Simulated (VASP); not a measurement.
Set up this calculation in VASP 6.6.1, as the native input.

| Item | Value |
| --- | --- |
| Task | relaxation of cell and atoms |
| Functional | PBEsol |
| Potentials or basis | VASP PAW PBE potentials, release 64 (Ti_sv) |
| Cutoff | 600 eV |
| k mesh | 10 × 10 × 6 |
| Occupations | fermi-dirac, width 0.1 eV |
| Spin | no spin polarisation |
| Dipole correction | no |
| Further INCAR settings | ALGO = Normal; EDIFF = 1e-07; IBRION = 2; EDIFFG = -0.02; NSW = 80; ISIF = 3 |

The structure of Ti lies in POSCAR:

```
Ti
1.0
    2.9500000000      0.0000000000      0.0000000000
   -1.4750000000      2.5547749412      0.0000000000
    0.0000000000      0.0000000000      4.6800000000
Ti
2
Direct
    0.3333330000      0.6666670000      0.2500000000
    0.6666670000      0.3333330000      0.7500000000
```

These files were run (other wordings do the same):

INCAR

```
PREC = Accurate ; ENCUT = 600
EDIFF = 1E-7 ; ISMEAR = -1
SIGMA = 0.1 ; LREAL = F
LASPH = T ; NELM = 80
ALGO = Normal ; ISIF = 3
LWAVE = F ; LCHARG = F
GGA = PS ; IBRION = 2
NSW = 80 ; EDIFFG = -0.02
```

KPOINTS

```
Automatic mesh
0
Gamma
  10 10 6
```

Potentials or basis: VASP PAW PBE potentials, release 64 (Ti_sv).

Run with:

```console
$ cat potpaw_PBE.64/Ti_sv/POTCAR > POTCAR
$ mpirun -np 1 vasp_std > vasp.out
```

It gave:

```json
{
 "Relaxed volume": "16.70 Å³/atom",
 "Relaxed cell": "a = 2.898 Å, b = 2.898 Å, c = 4.592 Å, α = 90.00°, β = 90.00°, γ = 120.00°",
 "Space group after relaxing (to 0.1 Å)": "P6_3/mmc (No. 194)",
 "Energy gained by relaxing": "17.6 meV/atom",
 "Ionic steps": "3",
 "Pressure after relaxing": "0.0 GPa",
 "Band gap on the k mesh": "zero (bands 12 and 13 overlap by 1.00 eV)"
}
```

Caveat: the PAW data sets were made with another functional, which shifts forces and pressure a little.

Run time: 2.2 min on 1 thread of Intel Xeon 8259CL, with other jobs on the host, peak memory 0.18 GiB.
